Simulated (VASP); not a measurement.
# ZrSc2As3 (P6/mmm) in VASP: a series of runs

The runs below take ZrSc2As3 through relaxation of cell and atoms, single point, with PBE.

Program: VASP 6.6.1. These are calculated values, not measurements. Logs are shortened: lines on timing, memory, paths and dates and some standing lists are left out, and cuts for length are marked.

### 1 The cell of the first run

It takes space group P6/mmm (No. 191, hexagonal). Conventional cell: a = 6.116 Å, b = 6.116 Å, c = 3.967 Å, α = 90.00°, β = 90.00°, γ = 120.00°. Zr (site symmetry 6/mmm) has 6 Sc at 3.53 Å and 12 As at 3.65 Å and 2 Zr at 3.97 Å within 4.6 Å. Sc (site symmetry -6m2) has 6 As at 2.66 Å within 3.5 Å. Within 3.5 Å of As (site symmetry mmm) lie 4 Sc at 2.66 Å and 4 As at 3.06 Å.

### 2 Relaxation of cell and atoms, PBE

The input, INCAR:

```
SYSTEM = ZrSc2As3
ALGO = Normal
EDIFF = 1E-6
EDIFFG = -0.01
ENCUT = 600
GGA = PE
IBRION = 2
ISIF = 3
ISMEAR = 0
LASPH = .True.
LCHARG = .False.
LREAL = .False.
LWAVE = .False.
NELM = 100
NSW = 100
PREC = Accurate
SIGMA = 0.1
```

The input, KPOINTS:

```
k-points
0
Gamma
  9 9 10
  0 0 0
```

The input, POSCAR:

```
ZrSc2As3
1.0
    6.1162052595      0.0000000000      0.0000000000
   -3.0581026297      5.2967891295      0.0000000000
    0.0000000000      0.0000000000      3.9672311304
Zr Sc As
1 2 3
Direct
    0.0000000000      0.0000000000      0.0000000000
    0.3333333333      0.6666666667      0.0000000000
    0.6666666667      0.3333333333      0.0000000000
    0.0000000000      0.5000000000      0.5000000000
    0.5000000000      0.5000000000      0.5000000000
    0.5000000000      0.0000000000      0.5000000000
```

Potentials or basis: VASP PAW PBE potentials, release 64 (Zr_sv, Sc_sv, As).

On the command line:

```sh
$ cat potpaw_PBE.64/Zr_sv/POTCAR potpaw_PBE.64/Sc_sv/POTCAR potpaw_PBE.64/As/POTCAR > POTCAR
$ mpirun -np 1 vasp_std > vasp.out
```

OUTCAR:

```text
SYSTEM = ZrSc2As3
   EDIFF = 1E-6
   EDIFFG = -0.01
   ENCUT = 600
   GGA = PE
   IBRION = 2
   ISIF = 3
   ISMEAR = 0
   LASPH = .True.
   LREAL = .False.
   NELM = 100
   NSW = 100
   PREC = Accurate

 ion  position               nearest neighbor table
   1  0.000  0.000  0.000-   2 3.53   3 3.53   2 3.53   3 3.53   3 3.53   2 3.53
   2  0.333  0.667  0.000-   6 2.66   6 2.66   4 2.66   4 2.66   5 2.66   5 2.66   1 3.53   1 3.53
                             1 3.53
   3  0.667  0.333  0.000-   6 2.66   6 2.66   4 2.66   4 2.66   5 2.66   5 2.66   1 3.53   1 3.53
                             1 3.53
   4  0.000  0.500  0.500-   2 2.66   3 2.66   2 2.66   3 2.66
   5  0.500  0.500  0.500-   2 2.66   3 2.66   2 2.66   3 2.66
   6  0.500  0.000  0.500-   2 2.66   3 2.66   2 2.66   3 2.66

  LATTYP: Found a hexagonal cell.
 ALAT       =     6.1162052595
 C/A-ratio  =     0.6486425753

  Lattice vectors:

 A1 = (   6.1162052595,   0.0000000000,   0.0000000000)
 A2 = (  -3.0581026297,   5.2967891295,   0.0000000000)
 A3 = (   0.0000000000,   0.0000000000,   3.9672311304)

Analysis of symmetry for initial positions (statically):
=====================================================================
 Subroutine PRICEL returns:
 Original cell was already a primitive cell.

 Routine SETGRP: Setting up the symmetry group for a
 hexagonal supercell.

 Subroutine GETGRP returns: Found 24 space group operations
 (whereof 24 operations were pure point group operations)
 out of a pool of 24 trial point group operations.

The static configuration has the point symmetry D_6h.

Analysis of symmetry for dynamics (positions and initial velocities):
=====================================================================
 Subroutine PRICEL returns:
 Original cell was already a primitive cell.

 Routine SETGRP: Setting up the symmetry group for a
 hexagonal supercell.

 Subroutine GETGRP returns: Found 24 space group operations
 (whereof 24 operations were pure point group operations)
 out of a pool of 24 trial point group operations.

The dynamic configuration has the point symmetry D_6h.

 Subroutine INISYM returns: Found 24 space group operations
 (whereof 24 operations are pure point group operations),
 and found     1 'primitive' translations

----------------------------------------------------------------------------------------

                                     Primitive cell

  volume of cell :     128.5234

  direct lattice vectors                    reciprocal lattice vectors
     6.116205260  0.000000000  0.000000000     0.163500072  0.094396811  0.000000000
    -3.058102630  5.296789129  0.000000000     0.000000000  0.188793621  0.000000000
     0.000000000  0.000000000  3.967231130     0.000000000  0.000000000  0.252064971

  length of vectors
     6.116205260  6.116205259  3.967231130     0.188793621  0.188793621  0.252064971

  position of ions in fractional coordinates (direct lattice)
     0.000000000  0.000000000  0.000000000
     0.333333333  0.666666667  0.000000000
     0.666666667  0.333333333  0.000000000
     1.000000000  0.500000000  0.500000000
     0.500000000  0.500000000  0.500000000
     0.500000000  0.000000000  0.500000000

  ion indices of the primitive-cell ions
   primitive index   ion index
                 1           1
                 2           2
                 3           3
                 4           4
                 5           5
                 6           6

----------------------------------------------------------------------------------------

 KPOINTS: k-points

Automatic generation of k-mesh.
 Grid dimensions read from file:
 generate k-points for:    9    9   10

 Generating k-lattice:

  Cartesian coordinates                     Fractional coordinates (reciprocal lattice)
     0.018166675  0.010488535  0.000000000     0.111111111 -0.000000000  0.000000000
     0.000000000  0.020977069  0.000000000     0.000000000  0.111111111  0.000000000
     0.000000000  0.000000000  0.025206497     0.000000000  0.000000000  0.100000000

  Length of vectors
     0.020977069  0.020977069  0.025206497

  Shift w.r.t. Gamma in fractional coordinates (k-lattice)
     0.000000000  0.000000000  0.000000000

 Subroutine IBZKPT returns following result:
 ===========================================

 Found     72 irreducible k-points:

 Following reciprocal coordinates:
            Coordinates               Weight
  0.000000  0.000000  0.000000      1.000000
  0.111111 -0.000000  0.000000      6.000000
  0.222222  0.000000  0.000000      6.000000
  0.333333 -0.000000  0.000000      6.000000
  0.444444  0.000000  0.000000      6.000000
  0.111111  0.111111  0.000000      6.000000
[... 16 lines left out ...]
  0.333333  0.222222  0.100000     24.000000
  0.333333  0.333333  0.100000      4.000000
 [... further k-points ...]
   k-points           NKPTS =     72   k-points in BZ     NKDIM =     72   number of bands    NBANDS=     29
   number of dos      NEDOS =    301   number of ions     NIONS =      6
   total plane-waves  NPLWV =  80000
   dimension x,y,z NGX =    50 NGY =   50 NGZ =   32
   dimension x,y,z NGXF=   100 NGYF=  100 NGZF=   64
   ions per type =               1   2   3
   NGX,Y,Z   is equivalent  to a cutoff of  13.59, 13.59, 13.41 a.u.
   NGXF,Y,Z  is equivalent  to a cutoff of  27.18, 27.18, 26.82 a.u.
 SYSTEM =  ZrSc2As3
   PREC   = accura    normal or accurate (medium, high low for compatibility)
   ISTART =      0    job   : 0-new  1-cont  2-samecut
   ICHARG =      2    charge: 1-file 2-atom 10-const
   ISPIN  =      1    spin polarized calculation?
   LNONCOLLINEAR =      F non collinear calculations
   LSORBIT =      F    spin-orbit coupling
   LASPH  =      T    aspherical Exc in radial PAW
   ENCUT  =  600.0 eV  44.10 Ry    6.64 a.u.  12.22 12.22  7.92*2*pi/ulx,y,z
   NELM   =    100;   NELMIN=  2; NELMDL= -5     # of ELM steps
   EDIFF  = 0.1E-05   stopping-criterion for ELM
   LREAL  =      F    real-space projection
   EDIFFG = -.1E-01   stopping-criterion for IOM
   NSW    =    100    number of steps for IOM
   IBRION =      2    ionic relax: 0-MD 1-quasi-New 2-CG
   NFREE  =      1    steps in history (QN), initial steepest desc. (CG)
   ISIF   =      3    stress and relaxation
   ISYM   =      2    0-nonsym 1-usesym 2-fastsym
   POTIM  = 0.5000    time-step for ionic-motion
   TEBEG  =    0.0;   TEEND  =   0.0 temperature during run
   PSTRESS=    0.0 pullay stress
   NELECT =      49.0000    total number of electrons
   NUPDOWN=      -1.0000    fix difference up-down
   EMIN   =  10.00;   EMAX   =-10.00  energy-range for DOS
   EFERMI =   0.00;   METHOD = LEGACY
   ISMEAR =     0;   SIGMA  =   0.10  broadening in eV -4-tet -1-fermi 0-gaus
   EFERMI_NEDOS =   21; number of points for ismear=-14 and -15
   IALGO  =     38    algorithm
   IMIX   =      4    mixing-type and parameters
     AMIX     =   0.40;   BMIX     =  1.00
     AMIX_MAG =   1.60;   BMIX_MAG =  1.00
  volume/ion in A,a.u.               =      21.42       144.55
  Fermi-wavevector in a.u.,A,eV,Ry     =   1.187079  2.243253 19.172723  1.409155
  Thomas-Fermi vector in A             =   2.323238
   LORBIT       =      0    0 simple, 1 ext, 2 COOP (PROOUT), +10 PAW based schemes
   GGA     = PE    functional components
   LHFCALC =     F    Hartree Fock is set to
   AEXX    =    0.0000 exact exchange contribution
   IVDW    =     0    specifies the selected vdW correction
   LEPSILON=     F    determine dielectric tensor
   LRPA    =     F    only Hartree local field effects (RPA)
 conjugate gradient relaxation of ions
 non-spin polarized calculation
 Gauss-broadening in eV      SIGMA  =   0.10
  energy-cutoff  :      600.00
  volume of cell :      128.52
 maximum number of plane-waves:      4316
 NGX is ok and might be reduce to    50
   NGX = 25   NGY = 25   NGZ = 15

--------------------------------------- Ionic step        1  -------------------------------------------

 number of electron      48.9999999 magnetization

 Free energy of the ion-electron system (eV)
  ---------------------------------------------------
  ext. energy  EPLUGINS =         0.00000000
  ---------------------------------------------------
  free energy    TOTEN  =       -37.47826567 eV

  energy without entropy =      -37.44699124  energy(sigma->0) =      -37.46262845

------------------------ aborting loop because EDIFF is reached ----------------------------------------

  FORCE on cell =-STRESS in cart. coord.  units (eV):
  Direction    XX          YY          ZZ          XY          YZ          ZX
  --------------------------------------------------------------------------------------
  -------------------------------------------------------------------------------------
  Total       -0.2501057     -0.2501057     -0.1063474     -0.0000000      0.0000000      0.0000000
  in kB       -3.1178267     -3.1178267     -1.3257303     -0.0000000      0.0000000      0.0000000
  external PRESSURE =      -2.5204612 kB  Pullay stress =       0.0000000 kB
[... 185 lines left out ...]
  energy  without entropy=      -37.4480155621  energy(sigma->0) =      -37.46351534

--------------------------------------- Ionic step        6  -------------------------------------------

 number of electron      49.0000001 magnetization

 Free energy of the ion-electron system (eV)
  ---------------------------------------------------
  ext. energy  EPLUGINS =         0.00000000
  ---------------------------------------------------
  free energy    TOTEN  =       -37.47938744 eV

  energy without entropy =      -37.44836570  energy(sigma->0) =      -37.46387657

 E-fermi :   6.0724     XC(G=0): -10.4301

 val. band max:        6.0722959268   @ k =   0.3333   0.1111   0.2000
 cond. band min:       6.0742891306   @ k =   0.4444   0.0000   0.1000
 fundamental gap:      0.0019932038
 Fermi energy:         6.0723550045

 k-point     1 :       0.0000    0.0000    0.0000
  band No.  band energies     occupation
      1     -43.9449      2.00000
      2     -43.1019      2.00000
      3     -43.0883      2.00000
      4     -21.9464      2.00000
      5     -21.9464      2.00000
      6     -21.8649      2.00000
[... 757 lines left out ...]
     28       7.7396      0.00000
     29       7.7396      0.00000

 [... further k-points ...]

------------------------ aborting loop because EDIFF is reached ----------------------------------------

  FORCE on cell =-STRESS in cart. coord.  units (eV):
  Direction    XX          YY          ZZ          XY          YZ          ZX
  --------------------------------------------------------------------------------------
  -------------------------------------------------------------------------------------
  Total       -0.0122635     -0.0122635     -0.0066718     -0.0000000     -0.0000000      0.0000000
  in kB       -0.1537936     -0.1537936     -0.0836687     -0.0000000     -0.0000000      0.0000000
  external PRESSURE =      -0.1304186 kB  Pullay stress =       0.0000000 kB
[... 21 lines left out ...]
  FREE ENERGIE OF THE ION-ELECTRON SYSTEM (eV)
  ---------------------------------------------------
  free  energy   TOTEN  =       -37.4793874418 eV

  energy  without entropy=      -37.4483656975  energy(sigma->0) =      -37.46387657

 reached required accuracy - stopping structural energy minimisation
```

It took 19 min on 1 thread of Intel Xeon Platinum 8259CL at 2.50GHz (Skylake/Cascade Lake), shared host; peak memory 0.52 GiB.

Results:

* Free energy: -37.4794 eV
* Relaxed volume: 21.29 Å³/atom
* Relaxed cell: a = 6.085 Å, b = 6.085 Å, c = 3.984 Å, α = 90.00°, β = 90.00°, γ = 120.00°
* Space group after relaxing (to 0.05 Å): P6/mmm (No. 191)
* Energy gained by relaxing: 0.2 meV/atom
* Ionic steps: 6
* Pressure after relaxing: 0.0 GPa

The path:
```csv
step,energy change (eV),largest force (eV/Å),pressure (GPa),volume (Å³)
1,0.0000,0.0000,-0.25,128.52
2,-0.0005,0.0000,0.09,127.90
3,-0.0005,0.0000,0.06,127.97
4,-0.0005,0.0000,0.04,128.01
5,-0.0007,0.0000,0.01,127.95
6,-0.0011,0.0000,-0.01,127.76
```

Final structure:
```xyz
6
Lattice="6.0853 0.0000 0.0000 -3.0426 5.2700 0.0000 0.0000 0.0000 3.9838" Properties=species:S:1:pos:R:3 pbc="T T T"
Zr    0.0000    0.0000    0.0000
Sc    0.0000    3.5133    0.0000
Sc    3.0426    1.7567    0.0000
As   -1.5213    2.6350    1.9919
As    1.5213    2.6350    1.9919
As    3.0426    0.0000    1.9919
```

### 3 Single point, PBE

The input, INCAR:

```
ALGO     = Normal         # electronic algorithm
EDIFF    = 1E-6           # SCF threshold, eV
ENCUT    = 520            # plane-wave cutoff, eV
GGA      = PE             # functional
ISIF     = 2              # what is computed and relaxed
ISMEAR   = 0              # smearing method
LASPH    = True           # aspherical terms in the spheres
LCHARG   = True           # write CHGCAR
LELF     = True           # ELF
LREAL    = False          # projectors in reciprocal space
LVHAR    = True         
LWAVE    = False          # write WAVECAR
NBANDS   = 34             # bands
NELM     = 100            # most SCF steps
PREC     = Accurate       # precision mode
SIGMA    = 0.1            # smearing width, eV
```

The input, KPOINTS:

```
k-points
0
Gamma
  3 3 4
```

POSCAR is that of step 2.

Potentials or basis: VASP PAW PBE potentials, release 64 (Zr_sv, Sc_sv, As).

On the command line:

```sh
$ cat potpaw_PBE.64/Zr_sv/POTCAR potpaw_PBE.64/Sc_sv/POTCAR potpaw_PBE.64/As/POTCAR > POTCAR
$ mpirun -np 1 vasp_std > vasp.out
```

It took 73 s on 1 thread of Intel Xeon 6975P-C, shared host; peak memory 0.26 GiB.

Results (log left out):

```yaml
Free_energy: -37.5788 eV
Pressure: 0.1 GPa
```

Stress tensor (GPa, compression positive):
```
0.08 0.00 0.00
0.00 0.08 0.00
0.00 0.00 0.24
```

Levels at points of the mesh, in eV from the Fermi level:
| k point | band 21 | band 22 | band 23 | band 24 | band 25 | band 26 | band 27 | band 28 |
| --- | --- | --- | --- | --- | --- | --- | --- | --- |
| (0.00, 0.00, 0.00) | -2.01 | -1.89 | -0.96 | 0.40 | 0.40 | 0.64 | 0.64 | 1.41 |
| (0.00, 0.00, 0.50) | -3.12 | 0.22 | 0.22 | 0.41 | 0.41 | 0.79 | 0.79 | 1.00 |

Caveat: the k points lie up to 0.40 Å⁻¹ apart.

(Continued in part 2 of 2.)
